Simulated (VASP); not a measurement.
# Sn (I4_1/amd) in VASP: notebook

Sn is run at these levels: PBEsol; tasks: relaxation of shape and atoms at fixed volume.

Everything below comes from runs of VASP 6.6.1. Logs are shortened: lines on timing, memory, paths and dates and some standing lists are left out, and cuts for length are marked.

## Step 1: The cell of the first run

Symmetry: I4_1/amd, No. 141, tetragonal system. Conventional cell: a = 5.934 Å, b = 5.934 Å, c = 3.236 Å, α = 90.00°, β = 90.00°, γ = 90.00°. Within 4.0 Å of Sn (site symmetry -4m2) lie 10 Sn at 3.08 to 3.83 Å.

## Step 2: Relaxation of shape and atoms at fixed volume, PBEsol (28.49 Å³/atom)

File INCAR:

```
SYSTEM = Sn
  PREC = Accurate
  ENCUT = 600
  EDIFF = 1E-6
  ISMEAR = 0
  SIGMA = 0.1
  LREAL = .False.
  LASPH = .True.
  NELM = 60
  ALGO = Fast
  ISIF = 4
  LWAVE = .False.
  LCHARG = .False.
  GGA = PS
  IBRION = 2
  NSW = 50
  EDIFFG = -0.01
```

File KPOINTS:

```
Automatic mesh
0
Gamma
  14 14 14
  0 0 0
```

File POSCAR:

```
Sn
1.0
   -2.9669713802      2.9669713802      1.6181109183
    2.9669713802     -2.9669713802      1.6181109183
    2.9669713802      2.9669713802     -1.6181109183
Sn
2
Direct
    0.7500000000      0.2500000000      0.5000000000
    0.0000000000      0.0000000000      0.0000000000
```

Potentials or basis: VASP PAW PBE potentials, release 64 (Sn_d).

The run is started by

```sh
$ cat potpaw_PBE.64/Sn_d/POTCAR > POTCAR
$ mpirun -np 1 vasp_std > vasp.out
```

OUTCAR:

```text
SYSTEM = Sn
   PREC = Accurate
   ENCUT = 600
   EDIFF = 1E-6
   ISMEAR = 0
   LREAL = .False.
   LASPH = .True.
   NELM = 60
   ISIF = 4
   GGA = PS
   IBRION = 2
   NSW = 50
   EDIFFG = -0.01

 ion  position               nearest neighbor table
   1  0.750  0.250  0.500-   2 3.08   2 3.08   2 3.08   2 3.08
   2  0.000  0.000  0.000-   1 3.08   1 3.08   1 3.08   1 3.08

  LATTYP: Found a body centered tetragonal cell.
 ALAT       =     5.9339427604
 C/A-ratio  =     0.5453746299

  Lattice vectors:

 A1 = (  -2.9669713802,   2.9669713802,   1.6181109183)
 A2 = (   2.9669713802,  -2.9669713802,   1.6181109183)
 A3 = (   2.9669713802,   2.9669713802,  -1.6181109183)

Analysis of symmetry for initial positions (statically):
=====================================================================
 Subroutine PRICEL returns:
 Original cell was already a primitive cell.

 Routine SETGRP: Setting up the symmetry group for a
 body centered tetragonal supercell.

 Subroutine GETGRP returns: Found 16 space group operations
 (whereof  8 operations were pure point group operations)
 out of a pool of 16 trial point group operations.

The static configuration has the point symmetry D_2d.
 The point group associated with its full space group is D_4h.

Analysis of symmetry for dynamics (positions and initial velocities):
=====================================================================
 Subroutine PRICEL returns:
 Original cell was already a primitive cell.

 Routine SETGRP: Setting up the symmetry group for a
 body centered tetragonal supercell.

 Subroutine GETGRP returns: Found 16 space group operations
 (whereof  8 operations were pure point group operations)
 out of a pool of 16 trial point group operations.

The dynamic configuration has the point symmetry D_2d.
 The point group associated with its full space group is D_4h.

 Subroutine INISYM returns: Found 16 space group operations
 (whereof  8 operations are pure point group operations),
 and found     1 'primitive' translations

----------------------------------------------------------------------------------------

                                     Primitive cell

  volume of cell :      56.9764

  direct lattice vectors                    reciprocal lattice vectors
    -2.966971380  2.966971380  1.618110918     0.000000000  0.168522017  0.309002303
     2.966971380 -2.966971380  1.618110918     0.168522017  0.000000000  0.309002303
     2.966971380  2.966971380 -1.618110918     0.168522017  0.168522017  0.000000000

  length of vectors
     4.497123668  4.497123668  4.497123668     0.351968881  0.351968881  0.238326121

  position of ions in fractional coordinates (direct lattice)
     0.750000000  0.250000000  0.500000000
     0.000000000  0.000000000  0.000000000

  ion indices of the primitive-cell ions
   primitive index   ion index
                 1           1
                 2           2

----------------------------------------------------------------------------------------

 KPOINTS: Automatic mesh

Automatic generation of k-mesh.
 Grid dimensions read from file:
 generate k-points for:   14   14   14

 Generating k-lattice:

  Cartesian coordinates                     Fractional coordinates (reciprocal lattice)
     0.000000000  0.012037287  0.022071593     0.071428571  0.000000000 -0.000000000
     0.012037287  0.000000000  0.022071593     0.000000000  0.071428571 -0.000000000
     0.012037287  0.012037287  0.000000000     0.000000000  0.000000000  0.071428571

  Length of vectors
     0.025140634  0.025140634  0.017023294

  Shift w.r.t. Gamma in fractional coordinates (k-lattice)
     0.000000000  0.000000000  0.000000000

 Subroutine IBZKPT returns following result:
 ===========================================

 Found    244 irreducible k-points:

 Following reciprocal coordinates:
            Coordinates               Weight
  0.000000  0.000000  0.000000      1.000000
  0.071429  0.000000 -0.000000      8.000000
  0.142857  0.000000 -0.000000      8.000000
  0.214286  0.000000 -0.000000      8.000000
  0.285714  0.000000 -0.000000      8.000000
  0.357143  0.000000 -0.000000      8.000000
[... 16 lines left out ...]
  0.214286  0.142857 -0.000000     16.000000
  0.285714  0.142857 -0.000000     16.000000
 [... further k-points ...]
   k-points           NKPTS =    244   k-points in BZ     NKDIM =    244   number of bands    NBANDS=     18
   number of dos      NEDOS =    301   number of ions     NIONS =      2
   total plane-waves  NPLWV =  46656
   dimension x,y,z NGX =    36 NGY =   36 NGZ =   36
   dimension x,y,z NGXF=    72 NGYF=   72 NGZF=   72
   ions per type =               2
   NGX,Y,Z   is equivalent  to a cutoff of  13.31, 13.31, 13.31 a.u.
   NGXF,Y,Z  is equivalent  to a cutoff of  26.62, 26.62, 26.62 a.u.
 SYSTEM =  Sn
   PREC   = accura    normal or accurate (medium, high low for compatibility)
   ISTART =      0    job   : 0-new  1-cont  2-samecut
   ICHARG =      2    charge: 1-file 2-atom 10-const
   ISPIN  =      1    spin polarized calculation?
   LNONCOLLINEAR =      F non collinear calculations
   LSORBIT =      F    spin-orbit coupling
   LASPH  =      T    aspherical Exc in radial PAW
   ENCUT  =  600.0 eV  44.10 Ry    6.64 a.u.   8.98  8.98  8.98*2*pi/ulx,y,z
   NELM   =     60;   NELMIN=  2; NELMDL= -5     # of ELM steps
   EDIFF  = 0.1E-05   stopping-criterion for ELM
   LREAL  =      F    real-space projection
   EDIFFG = -.1E-01   stopping-criterion for IOM
   NSW    =     50    number of steps for IOM
   IBRION =      2    ionic relax: 0-MD 1-quasi-New 2-CG
   NFREE  =      1    steps in history (QN), initial steepest desc. (CG)
   ISIF   =      4    stress and relaxation
   ISYM   =      2    0-nonsym 1-usesym 2-fastsym
   POTIM  = 0.5000    time-step for ionic-motion
   TEBEG  =    0.0;   TEEND  =   0.0 temperature during run
   PSTRESS=    0.0 pullay stress
   NELECT =      28.0000    total number of electrons
   NUPDOWN=      -1.0000    fix difference up-down
   EMIN   =  10.00;   EMAX   =-10.00  energy-range for DOS
   EFERMI =   0.00;   METHOD = LEGACY
   ISMEAR =     0;   SIGMA  =   0.10  broadening in eV -4-tet -1-fermi 0-gaus
   EFERMI_NEDOS =   21; number of points for ismear=-14 and -15
   IALGO  =     68    algorithm
   IMIX   =      4    mixing-type and parameters
     AMIX     =   0.40;   BMIX     =  1.00
     AMIX_MAG =   1.60;   BMIX_MAG =  1.00
  volume/ion in A,a.u.               =      28.49       192.25
  Fermi-wavevector in a.u.,A,eV,Ry     =   1.291901  2.441339 22.708229  1.669008
  Thomas-Fermi vector in A             =   2.423642
   LORBIT       =      0    0 simple, 1 ext, 2 COOP (PROOUT), +10 PAW based schemes
   GGA     = PS    functional components
   LHFCALC =     F    Hartree Fock is set to
   AEXX    =    0.0000 exact exchange contribution
   IVDW    =     0    specifies the selected vdW correction
   LEPSILON=     F    determine dielectric tensor
   LRPA    =     F    only Hartree local field effects (RPA)
 conjugate gradient relaxation of ions
 non-spin polarized calculation
 RMM-DIIS sequential band-by-band and
 Gauss-broadening in eV      SIGMA  =   0.10
  energy-cutoff  :      600.00
  volume of cell :       56.98
 maximum number of plane-waves:      1950
   NGX = 17   NGY = 17   NGZ = 17

 number of electron      27.9999991 magnetization

 Free energy of the ion-electron system (eV)
  ---------------------------------------------------
  ext. energy  EPLUGINS =         0.00000000
  ---------------------------------------------------
  free energy    TOTEN  =        -8.48887105 eV

  energy without entropy =       -8.48205020  energy(sigma->0) =       -8.48546062

 E-fermi :   7.2137     XC(G=0): -10.2251

 val. band max:        7.2136107872   @ k =   0.3571   0.2143  -0.0000
 cond. band min:       7.2158870289   @ k =  -0.2857   0.2143   0.0000
 fundamental gap:      0.0022762417
 Fermi energy:         7.2136536585

 k-point     1 :       0.0000    0.0000    0.0000
  band No.  band energies     occupation
      1     -14.2580      2.00000
      2     -14.1830      2.00000
      3     -14.1449      2.00000
      4     -14.1333      2.00000
      5     -14.0063      2.00000
      6     -14.0063      2.00000
[... 10 lines left out ...]
     17      13.2085      0.00000
     18      13.7228      0.00000

 k-point     2 :       0.0714    0.0000   -0.0000
  band No.  band energies     occupation
      1     -14.2552      2.00000
      2     -14.1740      2.00000
      3     -14.1417      2.00000
      4     -14.1229      2.00000
      5     -14.0126      2.00000
      6     -14.0117      2.00000
[... 10 lines left out ...]
     17      12.9727      0.00000
     18      13.1840      0.00000

 k-point     3 :       0.1429    0.0000   -0.0000
  band No.  band energies     occupation
      1     -14.2468      2.00000
      2     -14.1499      2.00000
      3     -14.1328      2.00000
      4     -14.0971      2.00000
      5     -14.0271      2.00000
      6     -14.0190      2.00000
[... 10 lines left out ...]
     17      11.4364      0.00000
     18      12.4064      0.00000

 k-point     4 :       0.2143    0.0000   -0.0000
  band No.  band energies     occupation
      1     -14.2338      2.00000
      2     -14.1201      2.00000
      3     -14.1200      2.00000
      4     -14.0749      2.00000
      5     -14.0448      2.00000
      6     -14.0149      2.00000
[... 375 lines left out ...]
      4     -14.0598      2.00000
      5     -14.0465      2.00000
      6     -14.0368      2.00000
[... 10 lines left out ...]
     17      11.3305      0.00000
     18      11.4910      0.00000

 k-point    23 :       0.2143    0.1429   -0.0000
  band No.  band energies     occupation
      1     -14.2175      2.00000
      2     -14.1059      2.00000
      3     -14.0994      2.00000
      4     -14.0648      2.00000
      5     -14.0582      2.00000
      6     -14.0462      2.00000
[... 10 lines left out ...]
     17      10.6547      0.00000
     18      11.0276      0.00000

 k-point    24 :       0.2857    0.1429   -0.0000
  band No.  band energies     occupation
      1     -14.2081      2.00000
      2     -14.1154      2.00000
      3     -14.0901      2.00000
      4     -14.0835      2.00000
      5     -14.0556      2.00000
      6     -14.0500      2.00000
[... 10 lines left out ...]
     17      10.1479      0.00000
     18      11.2450      0.00000

 [... further k-points ...]
[... 5 lines left out ...]
  --------------------------------------------------------------------------------------
  -------------------------------------------------------------------------------------
  Total       -0.9966591     -0.9966591     -0.9714759      0.0000000      0.0000000      0.0000000
  in kB      -28.0260710    -28.0260710    -27.3179202      0.0000000      0.0000000      0.0000000
  external PRESSURE =     -27.7900207 kB  Pullay stress =       0.0000000 kB

 VOLUME and BASIS-vectors are now :
 -----------------------------------------------------------------------------
  energy-cutoff  :      600.00
  volume of cell :       56.98
      direct lattice vectors                 reciprocal lattice vectors
    -2.966971380  2.966971380  1.618110918     0.000000000  0.168522017  0.309002303
     2.966971380 -2.966971380  1.618110918     0.168522017  0.000000000  0.309002303
     2.966971380  2.966971380 -1.618110918     0.168522017  0.168522017  0.000000000

 POSITION                                       TOTAL-FORCE (eV/Angst)
 -----------------------------------------------------------------------------------
      0.00000      2.96697      0.80906        -0.000000      0.000000     -0.000000
      0.00000      0.00000      0.00000         0.000000     -0.000000      0.000000
 -----------------------------------------------------------------------------------
    total drift:                               -0.000000      0.000000     -0.000000

  FREE ENERGIE OF THE ION-ELECTRON SYSTEM (eV)
  ---------------------------------------------------
  free  energy   TOTEN  =        -8.4888710490 eV

  energy  without entropy=       -8.4820501968  energy(sigma->0) =       -8.48546062

 reached required accuracy - stopping structural energy minimisation
```

Run time: 4.5 min. Hardware: 1 thread of Intel Xeon Platinum 8259CL at 2.50GHz (Skylake/Cascade Lake), shared host; peak memory 0.39 GiB.

What came out:

```
Free energy             : -8.4889 eV
Pressure after relaxing : -2.8 GPa
Band gap on the k mesh  : zero (bands 14 and 15 overlap by 3.76 eV)
```

Final structure:
```xyz
2
Lattice="-2.9670 2.9670 1.6181 2.9670 -2.9670 1.6181 2.9670 2.9670 -1.6181" Properties=species:S:1:pos:R:3 pbc="T T T"
Sn    0.0000    2.9670    0.8091
Sn    0.0000    0.0000    0.0000
```

Caveat: the PAW data sets were made with another functional, which shifts forces and pressure a little; spin-orbit coupling is left out, which moves the levels of the heavy elements.

(Continued in part 2 of 2.)
